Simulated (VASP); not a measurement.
A run of VASP 6.6.1:

Contents of INCAR:

```
SYSTEM = NdZrS2
PREC = Accurate
ENCUT = 500
EDIFF = 1E-6
ISMEAR = 0
SIGMA = 0.1
LREAL = .FALSE.
LASPH = .TRUE.
NELM = 200
ALGO = Normal
ISIF = 2
LWAVE = .FALSE.
LCHARG = .FALSE.
GGA = PE
NBANDS = 26
GGA_COMPAT = .FALSE.
LMAXMIX = 6
```

Contents of KPOINTS:

```
regular mesh
0
G
  12 12 6
  0 0 0
```

The input POSCAR:

```
NdZrS2
1.0
    3.6662489056      0.0000000000      0.0000000000
   -1.8331244528      3.1750646888      0.0000000000
    0.0000000000      0.0000000000      7.3649669531
Nd Zr S
1 1 2
Direct
    0.6666666667      0.3333333333      0.5000000000
    0.6666666667      0.3333333333      0.0000000000
    0.3333333333      0.6666666667      0.2221586628
    0.3333333333      0.6666666667      0.7778413372
```

Potentials or basis: VASP PAW PBE potentials, release 64 (Nd_3, Zr_sv, S), 4f in core.

Run with:

```console
$ cat potpaw_PBE.64/Nd_3/POTCAR potpaw_PBE.64/Zr_sv/POTCAR potpaw_PBE.64/S/POTCAR > POTCAR
$ mpirun -np 1 vasp_std > vasp.out
```

Hardware: 1 thread of Intel(R) Xeon(R) Platinum 8559C (Emerald Rapids) (shared host).

Q: How long does it take, and how much memory?

A: It took 96 s on 1 thread of Intel(R) Xeon(R) Platinum 8559C (Emerald Rapids) (shared host), peak memory 0.3 GiB. Counts: scf iterations 16, k points 76.
